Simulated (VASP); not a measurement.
# H (Pnma) in VASP: notebook, part 2 of 3

VASP 6.6.1. The steps go on from the part before.

### 3 Relaxation of cell and atoms, PBEsol

This run uses another cell than the first one, of 19.77 Å³/atom.

INCAR

```
SYSTEM = H
PREC = Accurate
ENCUT = 600
EDIFF = 1E-6
ISMEAR = 0
SIGMA = 0.02
LREAL = Auto
LASPH = .True.
NELM = 80
ALGO = Normal
ISIF = 3
LWAVE = .False.
LCHARG = .False.
GGA = PS
IBRION = 2
NSW = 100
EDIFFG = -0.01
```

KPOINTS

```
regular mesh
0
Gamma
  4 2 6
  0 0 0
```

POSCAR

```
H
1.0
    6.0458869449      0.0000000000      0.0000000000
    0.0000000000     11.5947494205      0.0000000000
    0.0000000000      0.0000000000      4.5133919064
H
16
Direct
    0.5658899120      0.7500000000      0.4311460982
    0.0658899120      0.7500000000      0.0688539018
    0.4341100880      0.2500000000      0.5688539018
    0.9341100880      0.2500000000      0.9311460982
    0.6275486171      0.7500000000      0.5777302188
    0.1275486171      0.7500000000      0.9222697812
    0.3724513829      0.2500000000      0.4222697812
    0.8724513829      0.2500000000      0.0777302188
    0.4496650898      0.9954293118      0.0489759744
    0.9496650898      0.5045706882      0.4510240256
    0.5503349102      0.4954293118      0.9510240256
    0.0503349102      0.0045706882      0.5489759744
    0.5503349102      0.0045706882      0.9510240256
    0.0503349102      0.4954293118      0.5489759744
    0.4496650898      0.5045706882      0.0489759744
    0.9496650898      0.9954293118      0.4510240256
```

Potentials or basis: VASP PAW PBE potentials, release 64 (H).

Command:

```
> cat potpaw_PBE.64/H/POTCAR > POTCAR
> mpirun -np 1 vasp_std > vasp.out
```

OUTCAR:

```text
SYSTEM = H
   PREC = Accurate
   ENCUT = 600
   EDIFF = 1E-6
   ISMEAR = 0
   LREAL = Auto
   LASPH = .True.
   NELM = 80
   ISIF = 3
   GGA = PS
   IBRION = 2
   NSW = 100
   EDIFFG = -0.01

 ion  position               nearest neighbor table
   1  0.566  0.750  0.431-   5 0.76
   2  0.066  0.750  0.069-   6 0.76
   3  0.434  0.250  0.569-   7 0.76
   4  0.934  0.250  0.931-   8 0.76
   5  0.628  0.750  0.578-   1 0.76
   6  0.128  0.750  0.922-   2 0.76
[... 8 lines left out ...]
  15  0.450  0.505  0.049-  11 0.76
  16  0.950  0.995  0.451-  12 0.76

  LATTYP: Found a simple orthorhombic cell.
 ALAT       =     4.5133919064
 B/A-ratio  =     1.3395439772
 C/A-ratio  =     2.5689657936

  Lattice vectors:

 A1 = (   0.0000000000,   0.0000000000,   4.5133919064)
 A2 = (   6.0458869449,   0.0000000000,   0.0000000000)
 A3 = (   0.0000000000,  11.5947494205,   0.0000000000)

[... 348 lines left out ...]
  free  energy   TOTEN  =       -52.2152955420 eV

  energy  without entropy=      -52.2152955420  energy(sigma->0) =      -52.21529554

[... ionic steps 4 to 17 ...]

--------------------------------------- Ionic step       18  -------------------------------------------

 number of electron      15.9999998 magnetization

------------------------ aborting loop because EDIFF is reached ----------------------------------------
[... 95 lines left out ...]
--------------------------------------- Ionic step       20  -------------------------------------------

 number of electron      15.9999998 magnetization

 Free energy of the ion-electron system (eV)
  ---------------------------------------------------
  ext. energy  EPLUGINS =         0.00000000
  ---------------------------------------------------
  free energy    TOTEN  =       -52.24385898 eV

  energy without entropy =      -52.24385898  energy(sigma->0) =      -52.24385898

 E-fermi :  -8.2376     XC(G=0):  -4.9571

 val. band max:       -8.3511244484   @ k =   0.0000   0.0000   0.0000
 cond. band min:       0.4769630178   @ k =   0.5000   0.0000   0.5000
 fundamental gap:      8.8280874663
 Fermi energy:        -8.2375812955

 k-point     1 :       0.0000    0.0000    0.0000
  band No.  band energies     occupation
      1     -10.1895      2.00000
      2      -9.5947      2.00000
      3      -9.5925      2.00000
      4      -8.8735      2.00000
      5      -8.6749      2.00000
      6      -8.5238      2.00000
[... 512 lines left out ...]
  FREE ENERGIE OF THE ION-ELECTRON SYSTEM (eV)
  ---------------------------------------------------
  free  energy   TOTEN  =       -52.2438589775 eV

  energy  without entropy=      -52.2438589775  energy(sigma->0) =      -52.24385898

 reached required accuracy - stopping structural energy minimisation
```

It took 21 min on 1 thread of AMD EPYC 7R13 (Zen 3), shared host; peak memory 0.42 GiB.

What came out:

- Free energy: -52.2439 eV
- Relaxed volume: 13.76 Å³/atom
- Relaxed cell: a = 5.171 Å, b = 10.437 Å, c = 4.080 Å, α = 90.00°, β = 90.00°, γ = 90.00°
- Space group after relaxing (to 0.1 Å): Pnma (No. 62)
- Energy gained by relaxing: 1.8 meV/atom
- Ionic steps: 20
- Pressure after relaxing: 0.0 GPa
- Largest force after relaxing: 0.009 eV/Å
- Band gap on the k mesh: 8.83 eV (least direct gap 9.25 eV)

Forces on the atoms (eV/Å):
```
H   -0.005  0.000 -0.002
H   -0.005  0.000  0.002
H    0.005  0.000  0.002
H    0.005  0.000 -0.002
H    0.003  0.000 -0.002
H    0.003  0.000  0.002
H   -0.003  0.000  0.002
H   -0.003  0.000 -0.002
H   -0.006 -0.002  0.006
H   -0.006  0.002 -0.006
H    0.006 -0.002 -0.006
H    0.006  0.002  0.006
H    0.006  0.002 -0.006
H    0.006 -0.002  0.006
H   -0.006  0.002  0.006
H   -0.006 -0.002 -0.006
```

The path:
```tsv
step	energy change (eV)	largest force (eV/Å)	pressure (GPa)	volume (Å³)
1	0.0000	0.0259	-0.10	316.39
2	0.0002	0.0756	-0.01	315.82
3	-0.0002	0.0153	-0.06	316.16
4	-0.0004	0.0157	-0.06	315.65
5	-0.0012	0.0171	-0.07	314.12
6	-0.0027	0.0199	-0.07	311.07
7	-0.0056	0.0262	-0.07	305.03
8	-0.0107	0.0508	-0.07	293.19
9	-0.0187	0.0911	-0.05	270.41
10	-0.0251	0.2278	0.09	228.39
11	-0.0252	0.2230	0.09	228.21
12	-0.0257	0.2086	0.08	227.66
13	-0.0264	0.1799	0.07	226.56
14	-0.0276	0.1237	0.04	224.37
15	-0.0286	0.0508	-0.01	220.04
16	-0.0286	0.0488	-0.02	219.68
17	-0.0286	0.0402	-0.01	219.77
18	-0.0287	0.0141	0.01	220.03
19	-0.0287	0.0142	0.02	220.17
20	-0.0287	0.0093	0.02	220.19
```

Final structure:
```
CELL_PARAMETERS angstrom
5.17113 0.00000 0.00000
0.00000 10.43679 0.00000
0.00000 0.00000 4.07986
ATOMIC_POSITIONS crystal
H 0.56032 0.75000 0.42156
H 0.06032 0.75000 0.07844
H 0.43968 0.25000 0.57844
H 0.93968 0.25000 0.92156
H 0.63404 0.75000 0.58246
H 0.13404 0.75000 0.91754
H 0.36596 0.25000 0.41754
H 0.86596 0.25000 0.08246
H 0.44531 0.99401 0.06011
H 0.94531 0.50599 0.43989
H 0.55469 0.49401 0.93989
H 0.05469 0.00599 0.56011
H 0.55469 0.00599 0.93989
H 0.05469 0.49401 0.56011
H 0.44531 0.50599 0.06011
H 0.94531 0.99401 0.43989
```

Levels at points of the mesh, in eV from the valence-band top:
| k point | band 4 | band 5 | band 6 | band 7 | band 8 | band 9 | band 10 | band 11 | band 12 | band 13 |
| --- | --- | --- | --- | --- | --- | --- | --- | --- | --- | --- |
| (0.00, 0.00, 0.00) | -0.52 | -0.32 | -0.17 | -0.15 | 0.00 | 9.45 | 10.19 | 10.22 | 10.89 | 11.20 |
| (0.50, 0.00, 0.00) | -0.74 | -0.73 | -0.73 | -0.23 | -0.23 | 10.54 | 10.54 | 10.62 | 10.62 | 10.89 |
| (0.00, 0.50, 0.00) | -0.75 | -0.28 | -0.28 | -0.05 | -0.05 | 9.71 | 9.71 | 10.56 | 10.56 | 11.58 |
| (0.50, 0.50, 0.00) | -1.06 | -0.38 | -0.38 | -0.38 | -0.38 | 10.60 | 10.60 | 10.60 | 10.60 | 11.09 |
| (0.00, 0.00, 0.50) | -0.60 | -0.60 | -0.60 | -0.31 | -0.31 | 9.75 | 9.75 | 10.14 | 10.14 | 10.16 |
| (0.50, 0.00, 0.50) | -0.59 | -0.58 | -0.58 | -0.42 | -0.42 | 8.83 | 8.83 | 9.13 | 9.13 | 9.57 |
| (0.00, 0.50, 0.50) | -0.81 | -0.40 | -0.40 | -0.38 | -0.38 | 9.90 | 9.90 | 10.03 | 10.03 | 10.24 |
| (0.50, 0.50, 0.50) | -0.69 | -0.47 | -0.47 | -0.47 | -0.47 | 9.05 | 9.05 | 9.05 | 9.05 | 9.61 |

Caveat: the volume moved by over 15 % at a fixed basis, so the end points are rough; this functional lacks dispersion, which holds the molecules together, so the pressure and a relaxed volume are unreliable; the PAW data sets were made with another functional, which shifts forces and pressure a little. A k mesh can miss the band edges.

[end of part 2 of 3]
